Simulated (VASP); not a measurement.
# Pt (P6_3/mmc) in VASP: single point with r2SCAN

Aim: the single point of Pt with r2SCAN.

Program: VASP 6.6.1. These are calculated values, not measurements. Logs are shortened: lines on timing, memory, paths and dates and some standing lists are left out, and cuts for length are marked.

## (1) The cell of the first run

It takes space group P6_3/mmc (No. 194, hexagonal). The conventional cell has a = 2.711 Å, b = 2.711 Å, c = 4.705 Å, α = 90.00°, β = 90.00°, γ = 120.00°. Within 3.6 Å of Pt (site symmetry -6m2) lie 12 Pt at 2.71 to 2.83 Å.

This isn't the form of Pt at room conditions, which is fcc.

## (2) Single point, r2SCAN

POSCAR reads:

```
Pt
1.0
    2.7106881778      0.0000000000      0.0000000000
   -1.3553440889      2.3475249343      0.0000000000
    0.0000000000      0.0000000000      4.7053794194
Pt
2
Direct
    0.6666666667      0.3333333333      0.7500000000
    0.3333333333      0.6666666667      0.2500000000
```

INCAR.step1 reads:

```
ALGO     = Normal         # electronic algorithm
EDIFF    = 1E-5           # SCF threshold, eV
ENCUT    = 550            # plane-wave cutoff, eV
GGA      = PE             # functional
GGA_COMPAT= F            
ISMEAR   = -1             # smearing method
LASPH    = T              # aspherical terms in the spheres
LCHARG   = F              # write CHGCAR
LREAL    = F              # projectors in reciprocal space
LWAVE    = T              # write WAVECAR
NBANDS   = 25             # bands
NELM     = 120            # most SCF steps
PREC     = Accurate       # precision mode
SIGMA    = 0.1            # smearing width, eV
```

INCAR.step2 reads:

```
ALGO     = Normal         # electronic algorithm
EDIFF    = 1E-6           # SCF threshold, eV
ENCUT    = 550            # plane-wave cutoff, eV
GGA_COMPAT= F            
ISIF     = 2              # what is computed and relaxed
ISMEAR   = -1             # smearing method
ISTART   = 1            
LASPH    = T              # aspherical terms in the spheres
LCHARG   = T              # write CHGCAR
LELF     = T              # ELF
LMIXTAU  = T            
LREAL    = F              # projectors in reciprocal space
LVHAR    = T            
LWAVE    = F              # write WAVECAR
METAGGA  = R2SCAN         # meta-GGA
NBANDS   = 25             # bands
NELM     = 120            # most SCF steps
PREC     = Accurate       # precision mode
SIGMA    = 0.1            # smearing width, eV
```

KPOINTS reads:

```
k-points
0
Gamma
  10 10 5
```

Potentials or basis: VASP PAW PBE potentials, release 64 (Pt_sv_GW).

On the command line:

```bash
$ cat potpaw_PBE.64/Pt_sv_GW/POTCAR > POTCAR
$ cp INCAR.step1 INCAR
$ mpirun -np 1 vasp_std > vasp.out
$ cp INCAR.step2 INCAR
$ mpirun -np 1 vasp_std > vasp.out
```

OUTCAR:

```text
EDIFF = 1E-6
   ENCUT = 550
   ISIF = 2
   ISMEAR = -1
   ISTART = 1
   LASPH = T
   LREAL = F
   METAGGA = R2SCAN
   NELM = 120
   PREC = Accurate

 ion  position               nearest neighbor table
   1  0.667  0.333  0.750-   2 2.83   2 2.83   2 2.83   2 2.83   2 2.83   2 2.83
   2  0.333  0.667  0.250-   1 2.83   1 2.83   1 2.83   1 2.83   1 2.83   1 2.83

  LATTYP: Found a hexagonal cell.
 ALAT       =     2.7106881778
 C/A-ratio  =     1.7358615638

  Lattice vectors:

 A1 = (   2.7106881778,   0.0000000000,   0.0000000000)
 A2 = (  -1.3553440889,   2.3475249343,   0.0000000000)
 A3 = (   0.0000000000,   0.0000000000,   4.7053794194)

Analysis of symmetry for initial positions (statically):
=====================================================================
 Subroutine PRICEL returns:
 Original cell was already a primitive cell.

 Routine SETGRP: Setting up the symmetry group for a
 hexagonal supercell.

 Subroutine GETGRP returns: Found 24 space group operations
 (whereof 12 operations were pure point group operations)
 out of a pool of 24 trial point group operations.

The static configuration has the point symmetry D_3d.
 The point group associated with its full space group is D_6h.

Analysis of symmetry for dynamics (positions and initial velocities):
=====================================================================
 Subroutine PRICEL returns:
 Original cell was already a primitive cell.

 Routine SETGRP: Setting up the symmetry group for a
 hexagonal supercell.

 Subroutine GETGRP returns: Found 24 space group operations
 (whereof 12 operations were pure point group operations)
 out of a pool of 24 trial point group operations.

The dynamic configuration has the point symmetry D_3d.
 The point group associated with its full space group is D_6h.

 Subroutine INISYM returns: Found 24 space group operations
 (whereof 12 operations are pure point group operations),
 and found     1 'primitive' translations

----------------------------------------------------------------------------------------

                                     Primitive cell

  volume of cell :      29.9422

  direct lattice vectors                    reciprocal lattice vectors
     2.710688178  0.000000000  0.000000000     0.368910009  0.212990283  0.000000000
    -1.355344089  2.347524934  0.000000000     0.000000000  0.425980566  0.000000000
     0.000000000  0.000000000  4.705379419     0.000000000  0.000000000  0.212522713

  length of vectors
[... 72 lines left out ...]
 SYSTEM =  unknown system
   PREC   = accura    normal or accurate (medium, high low for compatibility)
   ISTART =      1    job   : 0-new  1-cont  2-samecut
   ICHARG =      0    charge: 1-file 2-atom 10-const
   ISPIN  =      1    spin polarized calculation?
   LNONCOLLINEAR =      F non collinear calculations
   LSORBIT =      F    spin-orbit coupling
   LASPH  =      T    aspherical Exc in radial PAW
   ENCUT  =  550.0 eV  40.42 Ry    6.36 a.u.   5.18  5.18  9.00*2*pi/ulx,y,z
   NELM   =    120;   NELMIN=  2; NELMDL=  0     # of ELM steps
   EDIFF  = 0.1E-05   stopping-criterion for ELM
   LREAL  =      F    real-space projection
[... 7 lines left out ...]
   TEBEG  =    0.0;   TEEND  =   0.0 temperature during run
   PSTRESS=    0.0 pullay stress
   NELECT =      36.0000    total number of electrons
   NUPDOWN=      -1.0000    fix difference up-down
   EMIN   =  10.00;   EMAX   =-10.00  energy-range for DOS
   EFERMI =   0.00;   METHOD = LEGACY
   ISMEAR =    -1;   SIGMA  =   0.10  broadening in eV -4-tet -1-fermi 0-gaus
   EFERMI_NEDOS =   21; number of points for ismear=-14 and -15
   IALGO  =     38    algorithm
   IMIX   =      4    mixing-type and parameters
     AMIX     =   0.40;   BMIX     =  1.00
     AMIX_MAG =   1.60;   BMIX_MAG =  1.00
  volume/ion in A,a.u.               =      14.97       101.03
  Fermi-wavevector in a.u.,A,eV,Ry     =   1.740795  3.289625 41.230629  3.030366
  Thomas-Fermi vector in A             =   2.813375
   LORBIT       =      0    0 simple, 1 ext, 2 COOP (PROOUT), +10 PAW based schemes
   METAGGA = R2SCAN    functional components
   LHFCALC =     F    Hartree Fock is set to
   AEXX    =    0.0000 exact exchange contribution
   IVDW    =     0    specifies the selected vdW correction
   LEPSILON=     F    determine dielectric tensor
   LRPA    =     F    only Hartree local field effects (RPA)
 non-spin polarized calculation
  energy-cutoff  :      550.00
  volume of cell :       29.94
 maximum number of plane-waves:       893
 NGX is ok and might be reduce to    24
   NGX = 11   NGY = 11   NGZ = 17

 number of electron      36.0000002 magnetization

 Free energy of the ion-electron system (eV)
  ---------------------------------------------------
  ext. energy  EPLUGINS =         0.00000000
  ---------------------------------------------------
  free energy    TOTEN  =      -102.72401905 eV

  energy without entropy =     -102.63009343  energy(sigma->0) =     -102.67705624

 E-fermi :  10.6089     XC(G=0): -15.3217

 val. band max:       10.6005645738   @ k =   0.3000   0.2000   0.0000
 cond. band min:      10.6161533927   @ k =   0.4000  -0.0000   0.2000
 fundamental gap:      0.0155888190
 Fermi energy:        10.6088503756

 k-point     1 :       0.0000    0.0000    0.0000
  band No.  band energies     occupation
      1     -90.0546      2.00000
      2     -90.0259      2.00000
      3     -43.7943      2.00000
      4     -43.4922      2.00000
      5     -43.4922      2.00000
      6     -43.4399      2.00000
[... 661 lines left out ...]
     24      24.4936      0.00000
     25      25.8870      0.00000

 [... further k-points ...]

------------------------ aborting loop because EDIFF is reached ----------------------------------------

  FORCE on cell =-STRESS in cart. coord.  units (eV):
  Direction    XX          YY          ZZ          XY          YZ          ZX
  --------------------------------------------------------------------------------------
  -------------------------------------------------------------------------------------
  Total        1.3006249      1.3006251      0.9967172     -0.0000000     -0.0000000      0.0000000
  in kB       69.5950316     69.5950382     53.3332595     -0.0000000     -0.0000000      0.0000000
  external PRESSURE =      64.1744431 kB  Pullay stress =       0.0000000 kB

 VOLUME and BASIS-vectors are now :
 -----------------------------------------------------------------------------
  energy-cutoff  :      550.00
  volume of cell :       29.94
      direct lattice vectors                 reciprocal lattice vectors
     2.710688178  0.000000000  0.000000000     0.368910009  0.212990283  0.000000000
    -1.355344089  2.347524934  0.000000000     0.000000000  0.425980566  0.000000000
     0.000000000  0.000000000  4.705379419     0.000000000  0.000000000  0.212522713

 POSITION                                       TOTAL-FORCE (eV/Angst)
 -----------------------------------------------------------------------------------
      1.35534      0.78251      3.52903        -0.000000      0.000000      0.000000
     -0.00000      1.56502      1.17634         0.000000     -0.000000      0.000000
 -----------------------------------------------------------------------------------
    total drift:                               -0.000000      0.000000     -0.000000

  FREE ENERGIE OF THE ION-ELECTRON SYSTEM (eV)
  ---------------------------------------------------
  free  energy   TOTEN  =      -102.7240190476 eV

  energy  without entropy=     -102.6300934269  energy(sigma->0) =     -102.67705624
```

OSZICAR.step1:

```text
N       E                     dE             d eps       ncg     rms          rms(c)
DAV:   1     0.439447161040E+03    0.43945E+03   -0.28024E+04  2276   0.168E+03
DAV:   2     0.617478947055E+00   -0.43883E+03   -0.42942E+03  2488   0.607E+02
DAV:   3    -0.138419703476E+02   -0.14459E+02   -0.14348E+02  2390   0.108E+02
DAV:   4    -0.139293825729E+02   -0.87412E-01   -0.87339E-01  2509   0.885E+00
DAV:   5    -0.139298615380E+02   -0.47897E-03   -0.47882E-03  2413   0.597E-01    0.919E+01
DAV:   6    -0.121110377976E+02    0.18188E+01   -0.34268E+00  2259   0.153E+01    0.493E+01
DAV:   7    -0.120410770559E+02    0.69961E-01   -0.78709E-01  2569   0.659E+00    0.770E+00
DAV:   8    -0.120045207655E+02    0.36556E-01   -0.15632E-01  2234   0.371E+00    0.693E-01
DAV:   9    -0.120043850634E+02    0.13570E-03   -0.28746E-03  2322   0.544E-01    0.320E-01
DAV:  10    -0.120043357994E+02    0.49264E-04   -0.77980E-05  2500   0.107E-01    0.190E-01
DAV:  11    -0.120043407054E+02   -0.49060E-05   -0.16958E-05  1482   0.369E-02
   1 F= -.12004341E+02 E0= -.11953877E+02  d E =-.100927E+00
```

It took 1.9 min on 1 thread of Intel Xeon Platinum 8259CL at 2.50GHz (Skylake/Cascade Lake), shared host; peak memory 0.18 GiB.

What came out:

| Property | Result |
| --- | --- |
| Free energy | -102.7240 eV |
| Pressure | 6.4 GPa |
| Band gap on the k mesh | zero (bands 18 and 19 overlap by 1.37 eV) |

Levels at points of the mesh, in eV from the Fermi level:
```tsv
k point	band 15	band 16	band 17	band 18	band 19	band 20	band 21	band 22
(0.00, 0.00, 0.00)	-3.46	-2.10	-2.10	-0.76	-0.32	-0.32	5.30	15.86
(0.50, 0.00, 0.00)	-2.84	-0.06	0.33	0.56	2.54	4.17	7.99	9.56
```

Caveat: the cell stands under pressure; the PAW data sets were made with another functional, which shifts forces and pressure a little; spin-orbit coupling is left out, which moves the levels of the heavy elements.
